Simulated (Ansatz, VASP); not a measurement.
**Two plane-wave programs on Al**

```
CELL_PARAMETERS angstrom
-2.49320 2.49320 1.36009
2.49320 -2.49320 1.36009
2.49320 2.49320 -1.36009
ATOMIC_POSITIONS crystal
Al 0.00000 0.00000 0.00000
Al 0.75000 0.25000 0.50000
```

Alike in both runs: task relaxation of cell and atoms; functional r2SCAN; k mesh 8 × 8 × 8; occupations gaussian, width 0.1 eV; no spin polarisation.

|  | VASP | Ansatz |
| --- | --- | --- |
| version | VASP 6.6.1 | Ansatz 0.2.0 |
| potentials or method | VASP PAW PBE potentials, release 64 (Al), cutoff 600 eV | scalar-relativistic, plane waves, PAW |
| valence electrons in the cell | 6 | 6 |

```csv
,VASP,Ansatz,Ansatz less VASP
"gap on the k mesh at the Fermi level, each at its own relaxed structure (eV)",none,none,-
relaxed volume (Å³/atom),18.72,18.80,+0.087
relaxed cell length with the largest relative difference (Å),3.955,3.962,+0.0068
```

VASP's potentials were made for PBE, not for r2SCAN. A gap of «none» marks a metal or a gap that the smearing closes.
